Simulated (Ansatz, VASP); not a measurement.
**One calculation of CdTe, two programs**

```
Cd Te
1.0
     0.00000    6.41000    6.41000
     6.41000    0.00000    6.41000
     6.41000    6.41000    0.00000
Cd Te
8 8
Direct
  0.00000 0.00000 0.00000
  0.00000 0.00000 0.50000
  0.00000 0.50000 0.00000
  0.00000 0.50000 0.50000
  0.50000 0.00000 0.00000
  0.50000 0.00000 0.50000
  0.50000 0.50000 0.00000
  0.50000 0.50000 0.50000
  0.12500 0.12500 0.12500
  0.12500 0.12500 0.62500
  0.12500 0.62500 0.12500
  0.12500 0.62500 0.62500
  0.62500 0.12500 0.12500
  0.62500 0.12500 0.62500
  0.62500 0.62500 0.12500
  0.62500 0.62500 0.62500
```

Alike in both runs: task single point; functional PBE; dispersion D4; k mesh 2 × 2 × 2; occupations gaussian, width 0.02 eV; no spin polarisation.

|  | VASP | Ansatz |
| --- | --- | --- |
| version | VASP 6.6.1 | Ansatz 0.2.0 |
| potentials or method | VASP PAW PBE potentials, release 64 (Cd, Te), cutoff 500 eV | plane waves, PAW |
| valence electrons in the cell | 144 | 288 |

```csv
,VASP,Ansatz,Ansatz less VASP
gap on the k mesh at the Fermi level (eV),0.86,0.86,0.000
```

VASP's potentials hold 144 valence electrons a cell and Ansatz's 288, so a difference there can come from the potentials and not from the codes.

The k mesh is coarse, so the values compare programs but aren't converged. Spin-orbit coupling is off throughout.
